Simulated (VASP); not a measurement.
# Sr (Fm-3m) in VASP: notebook

The runs below take Sr through single point, with LDA.

All numbers are computed with VASP 6.6.1; they aren't measurements. Logs are shortened: lines on timing, memory, paths and dates and some standing lists are left out, and cuts for length are marked.

### Step 1. The cell of the first run

The structure is cubic, space group Fm-3m (No. 225). Conventional cell: a = 4.581 Å, b = 4.581 Å, c = 4.581 Å, α = 90.00°, β = 90.00°, γ = 90.00°. Within 4.3 Å of Sr (site symmetry m-3m) lie 12 Sr at 3.24 Å.

### Step 2. Single point, LDA

Contents of INCAR:

```
SYSTEM = Sr
  PREC = Accurate
  ENCUT = 520
  EDIFF = 1E-6
  ISMEAR = -1
  SIGMA = 0.05
  LREAL = .FALSE.
  LASPH = .TRUE.
  NELM = 100
  ALGO = Normal
  ISIF = 2
  LWAVE = .FALSE.
  LCHARG = .FALSE.
  GGA = CA
  NBANDS = 11
```

Contents of KPOINTS:

```
Automatic mesh
0
G
  14 14 14
  0 0 0
```

Contents of POSCAR:

```
Sr
1.0
    0.0000000000      2.2906862456      2.2906862456
    2.2906862456      0.0000000000      2.2906862456
    2.2906862456      2.2906862456      0.0000000000
Sr
1
Direct
    0.0000000000      0.0000000000      0.0000000000
```

Potentials or basis: VASP PAW LDA potentials, release 64 (Sr_sv).

Launch:

```bash
> cat potpaw_LDA.64/Sr_sv/POTCAR > POTCAR
> mpirun -np 1 vasp_std > vasp.out
```

OUTCAR:

```text
SYSTEM = Sr
   PREC = Accurate
   ENCUT = 520
   EDIFF = 1E-6
   ISMEAR = -1
   LREAL = .FALSE.
   LASPH = .TRUE.
   NELM = 100
   ISIF = 2
   GGA = CA

 ion  position               nearest neighbor table
   1  0.000  0.000  0.000-

  LATTYP: Found a face centered cubic cell.
 ALAT       =     4.5813724912

  Lattice vectors:

 A1 = (   0.0000000000,   2.2906862456,   2.2906862456)
 A2 = (   2.2906862456,   0.0000000000,   2.2906862456)
 A3 = (   2.2906862456,   2.2906862456,   0.0000000000)

Analysis of symmetry for initial positions (statically):
=====================================================================
 Subroutine PRICEL returns:
 Original cell was already a primitive cell.

 Routine SETGRP: Setting up the symmetry group for a
 face centered cubic supercell.

 Subroutine GETGRP returns: Found 48 space group operations
 (whereof 48 operations were pure point group operations)
 out of a pool of 48 trial point group operations.

The static configuration has the point symmetry O_h .

Analysis of symmetry for dynamics (positions and initial velocities):
=====================================================================
 Subroutine PRICEL returns:
 Original cell was already a primitive cell.

 Routine SETGRP: Setting up the symmetry group for a
 face centered cubic supercell.

 Subroutine GETGRP returns: Found 48 space group operations
 (whereof 48 operations were pure point group operations)
 out of a pool of 48 trial point group operations.

The dynamic configuration has the point symmetry O_h .

 Subroutine INISYM returns: Found 48 space group operations
 (whereof 48 operations are pure point group operations),
 and found     1 'primitive' translations

----------------------------------------------------------------------------------------

                                     Primitive cell

  volume of cell :      24.0396

  direct lattice vectors                    reciprocal lattice vectors
     0.000000000  2.290686246  2.290686246    -0.218275201  0.218275201  0.218275201
     2.290686246  0.000000000  2.290686246     0.218275201 -0.218275201  0.218275201
     2.290686246  2.290686246  0.000000000     0.218275201  0.218275201 -0.218275201

  length of vectors
     3.239519556  3.239519556  3.239519556     0.378063738  0.378063738  0.378063738

  position of ions in fractional coordinates (direct lattice)
     0.000000000  0.000000000  0.000000000

  ion indices of the primitive-cell ions
   primitive index   ion index
                 1           1

----------------------------------------------------------------------------------------

 KPOINTS: Automatic mesh

Automatic generation of k-mesh.
 Grid dimensions read from file:
 generate k-points for:   14   14   14

 Generating k-lattice:

  Cartesian coordinates                     Fractional coordinates (reciprocal lattice)
    -0.015591086  0.015591086  0.015591086     0.071428571  0.000000000  0.000000000
     0.015591086 -0.015591086  0.015591086     0.000000000  0.071428571  0.000000000
     0.015591086  0.015591086 -0.015591086     0.000000000  0.000000000  0.071428571

  Length of vectors
     0.027004553  0.027004553  0.027004553

  Shift w.r.t. Gamma in fractional coordinates (k-lattice)
     0.000000000  0.000000000  0.000000000

 Subroutine IBZKPT returns following result:
 ===========================================

 Found    104 irreducible k-points:

 Following reciprocal coordinates:
            Coordinates               Weight
  0.000000  0.000000  0.000000      1.000000
  0.071429  0.000000  0.000000      8.000000
  0.142857  0.000000  0.000000      8.000000
  0.214286  0.000000  0.000000      8.000000
  0.285714  0.000000  0.000000      8.000000
  0.357143  0.000000  0.000000      8.000000
[... 16 lines left out ...]
  0.214286  0.142857  0.000000     24.000000
  0.285714  0.142857  0.000000     24.000000
 [... further k-points ...]
   k-points           NKPTS =    104   k-points in BZ     NKDIM =    104   number of bands    NBANDS=     11
   number of dos      NEDOS =    301   number of ions     NIONS =      1
   total plane-waves  NPLWV =  13824
   dimension x,y,z NGX =    24 NGY =   24 NGZ =   24
   dimension x,y,z NGXF=    48 NGYF=   48 NGZF=   48
   ions per type =               1
   NGX,Y,Z   is equivalent  to a cutoff of  12.32, 12.32, 12.32 a.u.
   NGXF,Y,Z  is equivalent  to a cutoff of  24.63, 24.63, 24.63 a.u.
 SYSTEM =  Sr
   PREC   = accura    normal or accurate (medium, high low for compatibility)
   ISTART =      0    job   : 0-new  1-cont  2-samecut
   ICHARG =      2    charge: 1-file 2-atom 10-const
   ISPIN  =      1    spin polarized calculation?
   LNONCOLLINEAR =      F non collinear calculations
   LSORBIT =      F    spin-orbit coupling
   LASPH  =      T    aspherical Exc in radial PAW
   ENCUT  =  520.0 eV  38.22 Ry    6.18 a.u.   6.02  6.02  6.02*2*pi/ulx,y,z
   NELM   =    100;   NELMIN=  2; NELMDL= -5     # of ELM steps
   EDIFF  = 0.1E-05   stopping-criterion for ELM
   LREAL  =      F    real-space projection
   EDIFFG = 0.1E-04   stopping-criterion for IOM
   NSW    =      0    number of steps for IOM
   IBRION =     -1    ionic relax: 0-MD 1-quasi-New 2-CG
   NFREE  =      0    steps in history (QN), initial steepest desc. (CG)
   ISIF   =      2    stress and relaxation
   ISYM   =      2    0-nonsym 1-usesym 2-fastsym
   POTIM  = 0.5000    time-step for ionic-motion
   TEBEG  =    0.0;   TEEND  =   0.0 temperature during run
   PSTRESS=    0.0 pullay stress
   NELECT =      10.0000    total number of electrons
   NUPDOWN=      -1.0000    fix difference up-down
   EMIN   =  10.00;   EMAX   =-10.00  energy-range for DOS
   EFERMI =   0.00;   METHOD = LEGACY
   ISMEAR =    -1;   SIGMA  =   0.05  broadening in eV -4-tet -1-fermi 0-gaus
   EFERMI_NEDOS =   21; number of points for ismear=-14 and -15
   IALGO  =     38    algorithm
   IMIX   =      4    mixing-type and parameters
     AMIX     =   0.40;   BMIX     =  1.00
     AMIX_MAG =   1.60;   BMIX_MAG =  1.00
  volume/ion in A,a.u.               =      24.04       162.23
  Fermi-wavevector in a.u.,A,eV,Ry     =   1.222079  2.309394 20.319984  1.493477
  Thomas-Fermi vector in A             =   2.357238
   LORBIT       =      0    0 simple, 1 ext, 2 COOP (PROOUT), +10 PAW based schemes
   GGA     = CA    functional components
   LHFCALC =     F    Hartree Fock is set to
   AEXX    =    0.0000 exact exchange contribution
   IVDW    =     0    specifies the selected vdW correction
   LEPSILON=     F    determine dielectric tensor
   LRPA    =     F    only Hartree local field effects (RPA)
 non-spin polarized calculation
  energy-cutoff  :      520.00
  volume of cell :       24.04
 maximum number of plane-waves:       659
   NGX = 13   NGY = 13   NGZ = 13

 number of electron      10.0000000 magnetization

 Free energy of the ion-electron system (eV)
  ---------------------------------------------------
  ext. energy  EPLUGINS =         0.00000000
  ---------------------------------------------------
  free energy    TOTEN  =        -0.63236726 eV

  energy without entropy =       -0.62379021  energy(sigma->0) =       -0.62807874

 E-fermi :   5.1123     XC(G=0): -10.6584

 val. band max:        5.0987804646   @ k =  -0.3571   0.2857   0.0714
 cond. band min:       5.1340694809   @ k =  -0.3571   0.5000   0.1429
 fundamental gap:      0.0352890163
 Fermi energy:         5.1123022365

 k-point     1 :       0.0000    0.0000    0.0000
  band No.  band energies     occupation
      1     -30.3680      2.00000
      2     -11.2729      2.00000
      3     -11.2729      2.00000
      4     -11.2729      2.00000
      5       1.3074      2.00000
      6       8.3414      0.00000
      7       8.3414      0.00000
      8       8.3414      0.00000
      9      11.7865      0.00000
     10      11.7865      0.00000
     11      15.3765      0.00000

 k-point     2 :       0.0714    0.0000    0.0000
  band No.  band energies     occupation
      1     -30.3475      2.00000
      2     -11.4159      2.00000
      3     -11.2877      2.00000
      4     -11.2877      2.00000
      5       1.5265      2.00000
      6       8.0949      0.00000
      7       8.4402      0.00000
      8       8.4402      0.00000
      9      11.6198      0.00000
     10      11.6198      0.00000
     11      15.8702      0.00000

 k-point     3 :       0.1429    0.0000    0.0000
  band No.  band energies     occupation
      1     -30.2896      2.00000
      2     -11.7988      2.00000
      3     -11.3289      2.00000
      4     -11.3289      2.00000
      5       2.1105      2.00000
      6       7.5770      0.00000
      7       8.6630      0.00000
      8       8.6630      0.00000
      9      11.3174      0.00000
     10      11.3174      0.00000
     11      16.7784      0.00000

 k-point     4 :       0.2143    0.0000    0.0000
  band No.  band energies     occupation
      1     -30.2042      2.00000
      2     -12.3132      2.00000
      3     -11.3873      2.00000
      4     -11.3873      2.00000
      5       2.8481      2.00000
      6       7.1740      0.00000
      7       8.7625      0.00000
      8       8.7625      0.00000
      9      11.3298      0.00000
     10      11.3298      0.00000
     11      16.2500      0.00000

 k-point     5 :       0.2857    0.0000    0.0000
  band No.  band energies     occupation
      1     -30.1071      2.00000
      2     -12.8425      2.00000
      3     -11.4508      2.00000
      4     -11.4508      2.00000
      5       3.4156      2.00000
      6       7.2156      0.00000
      7       8.5681      0.00000
      8       8.5681      0.00000
      9      11.9349      0.00000
     10      11.9349      0.00000
     11      15.5094      0.00000

 k-point     6 :       0.3571    0.0000    0.0000
  band No.  band energies     occupation
      1     -30.0174      2.00000
      2     -13.2901      2.00000
      3     -11.5068      2.00000
      4     -11.5068      2.00000
      5       3.6170      2.00000
      6       7.7675      0.00000
      7       8.2671      0.00000
      8       8.2671      0.00000
      9      12.9292      0.00000
     10      12.9292      0.00000
     11      15.0996      0.00000

 k-point     7 :       0.4286    0.0000    0.0000
  band No.  band energies     occupation
      1     -29.9540      2.00000
      2     -13.5866      2.00000
      3     -11.5449      2.00000
      4     -11.5449      2.00000
      5       3.6103      2.00000
      6       8.0395      0.00000
      7       8.0395      0.00000
      8       8.4243      0.00000
      9      13.9437      0.00000
     10      13.9437      0.00000
     11      15.0935      0.00000

 k-point     8 :       0.5000    0.0000    0.0000
  band No.  band energies     occupation
      1     -29.9311      2.00000
      2     -13.6901      2.00000
      3     -11.5584      2.00000
      4     -11.5584      2.00000
      5       3.5881      2.00000
      6       7.9576      0.00000
      7       7.9576      0.00000
      8       8.7068      0.00000
      9      14.4218      0.00000
     10      14.4218      0.00000
     11      15.2291      0.00000
[... 141 lines left out ...]
 k-point    19 :      -0.2143    0.0714    0.0000
  band No.  band energies     occupation
      1     -30.1581      2.00000
      2     -12.5056      2.00000
      3     -11.5351      2.00000
      4     -11.3769      2.00000
      5       3.2490      2.00000
      6       6.9787      0.00000
      7       8.5651      0.00000
      8       8.8826      0.00000
      9      10.7315      0.00000
     10      12.2607      0.00000
     11      16.5071      0.00000

 k-point    20 :      -0.1429    0.0714    0.0000
  band No.  band energies     occupation
      1     -30.2474      2.00000
      2     -12.0061      2.00000
      3     -11.4523      2.00000
      4     -11.3215      2.00000
      5       2.5229      2.00000
      6       7.2525      0.00000
      7       8.7314      0.00000
      8       8.8513      0.00000
      9      10.6327      0.00000
     10      11.7794      0.00000
     11      17.2514      0.00000

 k-point    21 :      -0.0714    0.0714    0.0000
  band No.  band energies     occupation
      1     -30.3145      2.00000
      2     -11.6081      2.00000
      3     -11.3636      2.00000
      4     -11.2894      2.00000
      5       1.8695      2.00000
      6       7.7370      0.00000
      7       8.5812      0.00000
      8       8.6194      0.00000
      9      11.1007      0.00000
     10      11.7062      0.00000
     11      16.5949      0.00000

 k-point    22 :       0.1429    0.1429    0.0000
  band No.  band energies     occupation
      1     -30.2635      2.00000
      2     -11.7851      2.00000
      3     -11.4391      2.00000
      4     -11.4391      2.00000
      5       2.3787      2.00000
      6       7.0702      0.00000
      7       9.0326      0.00000
      8       9.0326      0.00000
      9       9.9563      0.00000
     10      12.1837      0.00000
     11      17.7154      0.00000

 k-point    23 :       0.2143    0.1429    0.0000
  band No.  band energies     occupation
      1     -30.1999      2.00000
      2     -12.1175      2.00000
      3     -11.5182      2.00000
      4     -11.5000      2.00000
      5       2.9617      2.00000
      6       6.6186      0.00000
      7       8.8838      0.00000
      8       9.3466      0.00000
      9       9.8955      0.00000
     10      12.3625      0.00000
     11      18.5014      0.00000

 k-point    24 :       0.2857    0.1429    0.0000
  band No.  band energies     occupation
      1     -30.1157      2.00000
      2     -12.5552      2.00000
      3     -11.5923      2.00000
      4     -11.5740      2.00000
      5       3.6293      2.00000
      6       6.3663      0.00000
      7       8.1903      0.00000
      8       9.4324      0.00000
      9      10.7515      0.00000
     10      12.7773      0.00000
     11      17.7557      0.00000

 [... further k-points ...]
[... 5 lines left out ...]
  --------------------------------------------------------------------------------------
  -------------------------------------------------------------------------------------
  Total        3.8028700      3.8028700      3.8028700     -0.0000000      0.0000000     -0.0000000
  in kB      253.4517210    253.4517210    253.4517210     -0.0000000      0.0000000     -0.0000000
  external PRESSURE =     253.4517210 kB  Pullay stress =       0.0000000 kB

 VOLUME and BASIS-vectors are now :
 -----------------------------------------------------------------------------
  energy-cutoff  :      520.00
  volume of cell :       24.04
      direct lattice vectors                 reciprocal lattice vectors
     0.000000000  2.290686246  2.290686246    -0.218275201  0.218275201  0.218275201
     2.290686246  0.000000000  2.290686246     0.218275201 -0.218275201  0.218275201
     2.290686246  2.290686246  0.000000000     0.218275201  0.218275201 -0.218275201

 POSITION                                       TOTAL-FORCE (eV/Angst)
 -----------------------------------------------------------------------------------
      0.00000      0.00000      0.00000         0.000000      0.000000      0.000000
 -----------------------------------------------------------------------------------
    total drift:                                0.000000     -0.000000     -0.000000

  FREE ENERGIE OF THE ION-ELECTRON SYSTEM (eV)
  ---------------------------------------------------
  free  energy   TOTEN  =        -0.6323672590 eV

  energy  without entropy=       -0.6237902149  energy(sigma->0) =       -0.62807874
```

Wall time 8.3 s (1 thread of Intel Xeon Platinum 8488C (Sapphire Rapids), shared host); peak memory 0.15 GiB.

What came out:

* Free energy: -0.6324 eV
* Pressure: 25.3 GPa
* Band gap on the k mesh: zero (band 5 reaches 5.58 eV, above the bottom of band 6 at 4.18 eV)

### Step 3. Single point, LDA

Contents of INCAR:

```
PREC = Accurate
ENCUT = 520
EDIFF = 1E-7
ISMEAR = -1
SIGMA = 0.05
LREAL = F
LASPH = T
NELM = 80
ALGO = Normal
ISIF = 2
LWAVE = F
LCHARG = F
GGA = CA
NBANDS = 11
```

Contents of KPOINTS:

```
regular mesh
0
Gamma
  14 14 14
```

POSCAR is that of step 2.

Potentials or basis: VASP PAW LDA potentials, release 64 (Sr_sv).

Launch:

```bash
> cat potpaw_LDA.64/Sr_sv/POTCAR > POTCAR
> mpirun -np 1 vasp_std > vasp.out
```

Run time: 9.3 s. Hardware: 1 thread of Intel Xeon Platinum 8488C (Sapphire Rapids), shared host; peak memory 0.14 GiB.

It converged, with:

```yaml
Free_energy: -0.6324 eV
Pressure: 25.3 GPa
Band_gap_on_the_k_mesh: zero (band 5 reaches 5.58 eV, above the bottom of band 6 at 4.18 eV)
```

Levels at points of the mesh, in eV from the Fermi level:
| k point | band 2 | band 3 | band 4 | band 5 | band 6 | band 7 | band 8 | band 9 |
| --- | --- | --- | --- | --- | --- | --- | --- | --- |
| (0.00, 0.00, 0.00) | -16.39 | -16.39 | -16.39 | -3.80 | 3.23 | 3.23 | 3.23 | 6.67 |
| (0.50, 0.00, 0.00) | -18.80 | -16.67 | -16.67 | -1.52 | 2.85 | 2.85 | 3.59 | 9.31 |
| (0.50, 0.50, 0.00) | -18.60 | -17.21 | -17.21 | -2.08 | -0.93 | 5.86 | 9.39 | 10.15 |
